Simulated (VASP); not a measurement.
Write the native input for VASP 6.6.1 that does the following.

```
Task                   : single point
Functional             : PBE
Potentials or basis    : VASP PAW PBE potentials, release 64 (Ge_d, Sb, Te)
Cutoff                 : 520 eV
k mesh                 : 9 × 9 × 2
Occupations            : gaussian, width 0.03 eV
Spin                   : no spin polarisation
Dipole correction      : no
Further INCAR settings : ALGO = Normal; EDIFF = 1e-07; NBANDS = 39
```

The structure of GeSb4Te4 lies in POSCAR:

```
GeSb4Te4
1.0
   -4.3299846501      0.0000000000      0.0000000000
   -2.1649923251     -3.7498767050      0.0000000000
   -2.7064569056     -1.5625736230     17.6486093019
Ge Sb Te
1 4 4
Direct
   -0.2579581350     -0.2579581350      0.6190500000
    0.2653490621      0.2653490621      0.1631491990
    0.6354346679      0.6354346679      0.0749508010
    0.4958953598      0.4958953598      0.4098183509
   -0.0118116298     -0.0118116298      0.8282816491
    0.1151623482      0.1151623482      0.5235684789
    0.3689213818      0.3689213818      0.7145315211
    0.8695659354      0.8695659354      0.3130167137
   -0.3854822054     -0.3854822054      0.9250832863
```

These files were run (other wordings do the same):

INCAR

```
ALGO = Normal ; EDIFF = 1E-7
ENCUT = 520 ; GGA = PE
ISIF = 2 ; ISMEAR = 0
LASPH = T ; LCHARG = T
LELF = T ; LREAL = F
LVHAR = T ; LWAVE = F
NBANDS = 39 ; NELM = 60
PREC = Accurate ; SIGMA = 0.03
```

KPOINTS

```
k-points
0
Gamma
  9 9 2
```

Potentials or basis: VASP PAW PBE potentials, release 64 (Ge_d, Sb, Te).

Run with:

```sh
$ cat potpaw_PBE.64/Ge_d/POTCAR potpaw_PBE.64/Sb/POTCAR potpaw_PBE.64/Te/POTCAR > POTCAR
$ mpirun -np 1 vasp_std > vasp.out
```

It gave:

- Pressure: 1.9 GPa
- Largest force: 2.139 eV/Å
- Band gap on the k mesh: zero (bands 29 and 30 overlap by 0.15 eV)

Caveat: spin-orbit coupling is left out, which moves the levels of the heavy elements; forces of over 1 eV/Å act on the atoms, so gaps and moduli don't describe the material at rest.

It took 7 min on 1 thread of Intel(R) Xeon(R) 6975P-C (Granite Rapids), on a shared host, peak memory 0.71 GiB.
